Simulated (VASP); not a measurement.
# Mg3Ti (I4/mmm) in VASP: single point with PBE+U

Aim: the single point of Mg3Ti with PBE+U.

Everything below comes from runs of VASP 6.6.1. Logs are shortened: lines on timing, memory, paths and dates and some standing lists are left out, and cuts for length are marked.

## Step 1: The cell of the first run

It takes space group I4/mmm (No. 139, tetragonal). The conventional cell has a = 4.402 Å, b = 4.402 Å, c = 8.755 Å, α = 90.00°, β = 90.00°, γ = 90.00°. Mg (site symmetry 4/mmm) has 8 Mg at 3.10 Å and 4 Ti at 3.11 Å within 4.1 Å. Mg (site symmetry -4m2) has 8 Mg at 3.10 to 3.11 Å and 4 Ti at 3.10 Å within 4.1 Å. Ti (site symmetry 4/mmm) has 12 Mg at 3.10 to 3.11 Å within 4.1 Å.

## Step 2: Single point, PBE+U

Contents of INCAR:

```
PREC     = Accurate       # precision mode
ENCUT    = 840            # plane-wave cutoff, eV
EDIFF    = 1E-6           # SCF threshold, eV
ISMEAR   = 0              # smearing method
SIGMA    = 0.1            # smearing width, eV
LREAL    = False          # projectors in reciprocal space
LASPH    = True           # aspherical terms in the spheres
NELM     = 200            # most SCF steps
ALGO     = Normal         # electronic algorithm
ISIF     = 2              # what is computed and relaxed
LWAVE    = False          # write WAVECAR
LCHARG   = True           # write CHGCAR
LMAXMIX  = 4              # l up to which the mixer works
LDAU     = True           # DFT+U
LDAUTYPE = 1            
LDAUL    = -1 2           # shell
LDAUU    = 0 9            # U, eV
LDAUJ    = 0 0.73       
LDAUPRINT= 1            
GGA      = PE             # functional
LELF     = True           # ELF
LVHAR    = True         
NBANDS   = 29             # bands
ISYM     = 0            
GGA_COMPAT= False
```

Contents of KPOINTS:

```
regular mesh
0
Gamma
  1 1 5
```

Contents of POSCAR:

```
Mg3Ti
1.0
   -2.2009700000      2.2009700000      4.3775730000
    2.2009700000     -2.2009700000      4.3775730000
    2.2009700000      2.2009700000     -4.3775730000
Mg Ti
3 1
Direct
    0.5000000000      0.5000000000      0.0000000000
    0.2500000000      0.7500000000      0.5000000000
    0.7500000000      0.2500000000      0.5000000000
    0.0000000000      0.0000000000      0.0000000000
```

Potentials or basis: VASP PAW PBE potentials, release 64 (Mg_sv, Ti_sv).

Command:

```console
$ cat potpaw_PBE.64/Mg_sv/POTCAR potpaw_PBE.64/Ti_sv/POTCAR > POTCAR
$ mpirun -np 1 vasp_std > vasp.out
```

OUTCAR:

```text
PREC = Accurate
   ENCUT = 840
   EDIFF = 1E-6
   ISMEAR = 0
   LREAL = False
   LASPH = True
   NELM = 200
   ISIF = 2
   GGA = PE
   ISYM = 0

 ion  position               nearest neighbor table
   1  0.500  0.500  0.000-
   2  0.250  0.750  0.500-
   3  0.750  0.250  0.500-
   4  0.000  0.000  0.000-

IMPORTANT INFORMATION: All symmetrisations will be switched off!
NOSYMM: (Re-)initialisation of all symmetry stuff for point group C_1.

----------------------------------------------------------------------------------------

                                     Primitive cell

  volume of cell :      84.8246

  direct lattice vectors                    reciprocal lattice vectors
    -2.200970000  2.200970000  4.377573000     0.000000000  0.227172565  0.114218541
     2.200970000 -2.200970000  4.377573000     0.227172565  0.000000000  0.114218541
     2.200970000  2.200970000 -4.377573000     0.227172565  0.227172565  0.000000000

  length of vectors
     5.371376290  5.371376290  5.371376290     0.254270032  0.254270032  0.321270522

  position of ions in fractional coordinates (direct lattice)
     0.500000000  0.500000000  0.000000000
     0.250000000  0.750000000  0.500000000
     0.750000000  0.250000000  0.500000000
     0.000000000  0.000000000  0.000000000

  ion indices of the primitive-cell ions
   primitive index   ion index
                 1           1
                 2           2
                 3           3
                 4           4

----------------------------------------------------------------------------------------

 KPOINTS: regular mesh

Automatic generation of k-mesh.
 Grid dimensions read from file:
 generate k-points for:    1    1    5

 Generating k-lattice:

  Cartesian coordinates                     Fractional coordinates (reciprocal lattice)
     0.000000000  0.227172565  0.114218541     1.000000000  0.000000000  0.000000000
     0.227172565  0.000000000  0.114218541     0.000000000  1.000000000  0.000000000
     0.045434513  0.045434513  0.000000000     0.000000000  0.000000000  0.200000000

  Length of vectors
     0.254270032  0.254270032  0.064254104

  Shift w.r.t. Gamma in fractional coordinates (k-lattice)
     0.000000000  0.000000000  0.000000000

 -----------------------------------------------------------------------------
|                                                                             |
|           W    W    AA    RRRRR   N    N  II  N    N   GGGG   !!!           |
|           W    W   A  A   R    R  NN   N  II  NN   N  G    G  !!!           |
|           W    W  A    A  R    R  N N  N  II  N N  N  G       !!!           |
|           W WW W  AAAAAA  RRRRR   N  N N  II  N  N N  G  GGG   !            |
|           WW  WW  A    A  R   R   N   NN  II  N   NN  G    G                |
|           W    W  A    A  R    R  N    N  II  N    N   GGGG   !!!           |
|                                                                             |
|     Your reciprocal lattice and k-lattice belong to different lattice       |
|     classes:                                                                |
|                                                                             |
|        The reciprocal lattice is body-centered tetragonal,                  |
|        whereas your k-lattice is body-centered orthorhombic.                |
|                                                                             |
|     Results are often still useful ...                                      |
|                                                                             |
 -----------------------------------------------------------------------------

 WARNING: IBZKPT: internal override: KBLOWUP is changed to .FALSE.
      ... skipping the blow-up phase ...

 Subroutine IBZKPT returns following result:
 ===========================================

 Found      3 irreducible k-points:

 Following reciprocal coordinates:
            Coordinates               Weight
  0.000000  0.000000  0.000000      1.000000
  0.000000  0.000000  0.200000      2.000000
  0.000000  0.000000  0.400000      2.000000
   k-points           NKPTS =      3   k-points in BZ     NKDIM =      3   number of bands    NBANDS=     29
   number of dos      NEDOS =    301   number of ions     NIONS =      4
   total plane-waves  NPLWV = 157464
   dimension x,y,z NGX =    54 NGY =   54 NGZ =   54
   dimension x,y,z NGXF=   108 NGYF=  108 NGZF=  108
   ions per type =               3   1
   NGX,Y,Z   is equivalent  to a cutoff of  16.71, 16.71, 16.71 a.u.
   NGXF,Y,Z  is equivalent  to a cutoff of  33.43, 33.43, 33.43 a.u.
 SYSTEM =  unknown system
   PREC   = accura    normal or accurate (medium, high low for compatibility)
   ISTART =      0    job   : 0-new  1-cont  2-samecut
   ICHARG =      2    charge: 1-file 2-atom 10-const
   ISPIN  =      1    spin polarized calculation?
   LNONCOLLINEAR =      F non collinear calculations
   LSORBIT =      F    spin-orbit coupling
   LASPH  =      T    aspherical Exc in radial PAW
   ENCUT  =  840.0 eV  61.74 Ry    7.86 a.u.  12.69 12.69 12.69*2*pi/ulx,y,z
   NELM   =    200;   NELMIN=  2; NELMDL= -5     # of ELM steps
   EDIFF  = 0.1E-05   stopping-criterion for ELM
   LREAL  =      F    real-space projection
   EDIFFG = 0.1E-04   stopping-criterion for IOM
   NSW    =      0    number of steps for IOM
   IBRION =     -1    ionic relax: 0-MD 1-quasi-New 2-CG
   NFREE  =      0    steps in history (QN), initial steepest desc. (CG)
   ISIF   =      2    stress and relaxation
   ISYM   =      0    0-nonsym 1-usesym 2-fastsym
   POTIM  = 0.5000    time-step for ionic-motion
   TEBEG  =    0.0;   TEEND  =   0.0 temperature during run
   PSTRESS=    0.0 pullay stress
   NELECT =      42.0000    total number of electrons
   NUPDOWN=      -1.0000    fix difference up-down
   EMIN   =  10.00;   EMAX   =-10.00  energy-range for DOS
   EFERMI =   0.00;   METHOD = LEGACY
   ISMEAR =     0;   SIGMA  =   0.10  broadening in eV -4-tet -1-fermi 0-gaus
   EFERMI_NEDOS =   21; number of points for ismear=-14 and -15
   IALGO  =     38    algorithm
   IMIX   =      4    mixing-type and parameters
     AMIX     =   0.40;   BMIX     =  1.00
     AMIX_MAG =   1.60;   BMIX_MAG =  1.00
  volume/ion in A,a.u.               =      21.21       143.11
  Fermi-wavevector in a.u.,A,eV,Ry     =   1.295142  2.447463 22.822314  1.677393
  Thomas-Fermi vector in A             =   2.426680
   LORBIT       =      0    0 simple, 1 ext, 2 COOP (PROOUT), +10 PAW based schemes
 LDA+U is selected, type is set to LDAUTYPE =  1
   angular momentum for each species LDAUL =    -1    2
   U (eV)           for each species LDAUU =   0.0  9.0
   J (eV)           for each species LDAUJ =   0.0  0.7
   GGA     = PE    functional components
   LHFCALC =     F    Hartree Fock is set to
   AEXX    =    0.0000 exact exchange contribution
   IVDW    =     0    specifies the selected vdW correction
   LEPSILON=     F    determine dielectric tensor
   LRPA    =     F    only Hartree local field effects (RPA)
 non-spin polarized calculation
 Gauss-broadening in eV      SIGMA  =   0.10
  energy-cutoff  :      840.00
  volume of cell :       84.82
 maximum number of plane-waves:      4725
 NGX is ok and might be reduce to    50
   NGX = 25   NGY = 25   NGZ = 25

atom =   4  type =  2  l = 2

 onsite density matrix

spin component  1

  0.1061  0.0001 -0.0748  0.0001  0.0001
  0.0001  0.2126 -0.0001 -0.1617 -0.0000
 -0.0748 -0.0001  0.1149 -0.0001 -0.0001
  0.0001 -0.1617 -0.0001  0.2124 -0.0000
  0.0001 -0.0000 -0.0001 -0.0000  0.1772

spin component  2

  0.1061  0.0001 -0.0748  0.0001  0.0001
  0.0001  0.2126 -0.0001 -0.1617 -0.0000
 -0.0748 -0.0001  0.1149 -0.0001 -0.0001
  0.0001 -0.1617 -0.0001  0.2124 -0.0000
  0.0001 -0.0000 -0.0001 -0.0000  0.1772

 occupancies and eigenvectors

  o =  0.0356  v =  0.7274  0.0016  0.6863  0.0016 -0.0002  0.0000  0.0000  0.0000  0.0000  0.0000      0.0000  0.0000  0.0000  0.0000  0.0000  0.0000  0.0000  0.0000  0.0000  0.0000
  o =  0.0356  v =  0.0000  0.0000  0.0000  0.0000  0.0000  0.7274  0.0016  0.6863  0.0016 -0.0002      0.0000  0.0000  0.0000  0.0000  0.0000  0.0000  0.0000  0.0000  0.0000  0.0000
  o =  0.0509  v =  0.0028 -0.7069  0.0004 -0.7073 -0.0001  0.0000  0.0000  0.0000  0.0000  0.0000      0.0000  0.0000  0.0000  0.0000  0.0000  0.0000  0.0000  0.0000  0.0000  0.0000
  o =  0.0509  v =  0.0000  0.0000  0.0000  0.0000  0.0000  0.0028 -0.7069  0.0004 -0.7073 -0.0001      0.0000  0.0000  0.0000  0.0000  0.0000  0.0000  0.0000  0.0000  0.0000  0.0000
  o =  0.1771  v = -0.0120 -0.0002  0.0130 -0.0001  0.9998  0.0000  0.0000  0.0000  0.0000  0.0000      0.0000  0.0000  0.0000  0.0000  0.0000  0.0000  0.0000  0.0000  0.0000  0.0000
  o =  0.1771  v =  0.0000  0.0000  0.0000  0.0000  0.0000 -0.0120 -0.0002  0.0130 -0.0001  0.9998      0.0000  0.0000  0.0000  0.0000  0.0000  0.0000  0.0000  0.0000  0.0000  0.0000
  o =  0.1854  v =  0.0000  0.0000  0.0000  0.0000  0.0000 -0.6861 -0.0011  0.7272 -0.0012 -0.0177      0.0000  0.0000  0.0000  0.0000  0.0000  0.0000  0.0000  0.0000  0.0000  0.0000
  o =  0.1854  v = -0.6861 -0.0011  0.7272 -0.0012 -0.0177  0.0000  0.0000  0.0000  0.0000  0.0000      0.0000  0.0000  0.0000  0.0000  0.0000  0.0000  0.0000  0.0000  0.0000  0.0000
  o =  0.3742  v =  0.0000  0.0000  0.0000  0.0000  0.0000 -0.0001 -0.7073  0.0001  0.7069 -0.0001      0.0000  0.0000  0.0000  0.0000  0.0000  0.0000  0.0000  0.0000  0.0000  0.0000
  o =  0.3742  v = -0.0001 -0.7073  0.0001  0.7069 -0.0001  0.0000  0.0000  0.0000  0.0000  0.0000      0.0000  0.0000  0.0000  0.0000  0.0000  0.0000  0.0000  0.0000  0.0000  0.0000

 number of electron      42.0000006 magnetization

 Free energy of the ion-electron system (eV)
  ---------------------------------------------------
  ext. energy  EPLUGINS =         0.00000000
  ---------------------------------------------------
  free energy    TOTEN  =        -3.50871439 eV

  energy without entropy =       -3.48340209  energy(sigma->0) =       -3.49605824

 E-fermi :   3.6382     XC(G=0):  -9.4390

 val. band max:        3.6345361744   @ k =   0.0000   0.0000   0.2000
 cond. band min:       4.0155002302   @ k =   0.0000   0.0000   0.0000
 fundamental gap:      0.3809640558
 Fermi energy:         3.6381576592

 k-point     1 :       0.0000    0.0000    0.0000
  band No.  band energies     occupation
      1     -71.8623      2.00000
      2     -71.6263      2.00000
      3     -71.6232      2.00000
      4     -55.4273      2.00000
      5     -38.6389      2.00000
      6     -38.6156      2.00000
[... 21 lines left out ...]
     28       7.8783      0.00000
     29       8.1499      0.00000

 k-point     2 :       0.0000    0.0000    0.2000
  band No.  band energies     occupation
      1     -71.8622      2.00000
      2     -71.6255      2.00000
      3     -71.6237      2.00000
      4     -55.4273      2.00000
      5     -38.6389      2.00000
      6     -38.6159      2.00000
[... 21 lines left out ...]
     28       7.6829      0.00000
     29       8.6712      0.00000

 k-point     3 :       0.0000    0.0000    0.4000
  band No.  band energies     occupation
      1     -71.8622      2.00000
      2     -71.6247      2.00000
      3     -71.6246      2.00000
      4     -55.4272      2.00000
      5     -38.6387      2.00000
      6     -38.6164      2.00000
[... 21 lines left out ...]
     28       7.3899      0.00000
     29       8.7594      0.00000

------------------------ aborting loop because EDIFF is reached ----------------------------------------

  FORCE on cell =-STRESS in cart. coord.  units (eV):
  Direction    XX          YY          ZZ          XY          YZ          ZX
  --------------------------------------------------------------------------------------
  -------------------------------------------------------------------------------------
  Total        3.0005633      3.0001908     -3.5703980     -6.3235124      0.0010483      0.0008980
  in kB       56.6750277     56.6679911    -67.4381391   -119.4393204      0.0197997      0.0169610
  external PRESSURE =      15.3016266 kB  Pullay stress =       0.0000000 kB

 VOLUME and BASIS-vectors are now :
 -----------------------------------------------------------------------------
  energy-cutoff  :      840.00
  volume of cell :       84.82
      direct lattice vectors                 reciprocal lattice vectors
    -2.200970000  2.200970000  4.377573000     0.000000000  0.227172565  0.114218541
     2.200970000 -2.200970000  4.377573000     0.227172565  0.000000000  0.114218541
     2.200970000  2.200970000 -4.377573000     0.227172565  0.227172565  0.000000000

 POSITION                                       TOTAL-FORCE (eV/Angst)
 -----------------------------------------------------------------------------------
      0.00000      0.00000      4.37757        -0.000008      0.000006     -0.000005
      2.20097      0.00000      2.18879        -0.000119      0.000114     -0.000035
      0.00000      2.20097      2.18879         0.000116     -0.000105      0.000028
      0.00000      0.00000      0.00000         0.000012     -0.000015      0.000012
 -----------------------------------------------------------------------------------
    total drift:                                0.000010      0.000002      0.000022

  FREE ENERGIE OF THE ION-ELECTRON SYSTEM (eV)
  ---------------------------------------------------
  free  energy   TOTEN  =        -3.5087143857 eV

  energy  without entropy=       -3.4834020871  energy(sigma->0) =       -3.49605824
```

Run time: 78 s. Hardware: 1 thread of Intel Xeon Platinum 8488C (Sapphire Rapids), shared host; peak memory 0.37 GiB.

What came out:

```
Free energy            : -3.5087 eV
Pressure               : 1.5 GPa
Band gap on the k mesh : zero (bands 21 and 22 overlap by 0.90 eV)
```

Eigenvalues of the final occupation matrices:
```tsv
site	spin	trace	eigenvalues
site 4 d	1	0.82	0.04 0.05 0.18 0.19 0.37
site 4 d	2	0.82	0.04 0.05 0.18 0.19 0.37
```

Caveat: the k points lie up to 1.25 Å⁻¹ apart, too coarse for converged energies and pressures of a metal; U without spin polarisation on a metal has little footing; the U is typed as a test and isn't derived for this compound.

The gap in the log of VASP goes by the Fermi energy; the results here count the filled bands.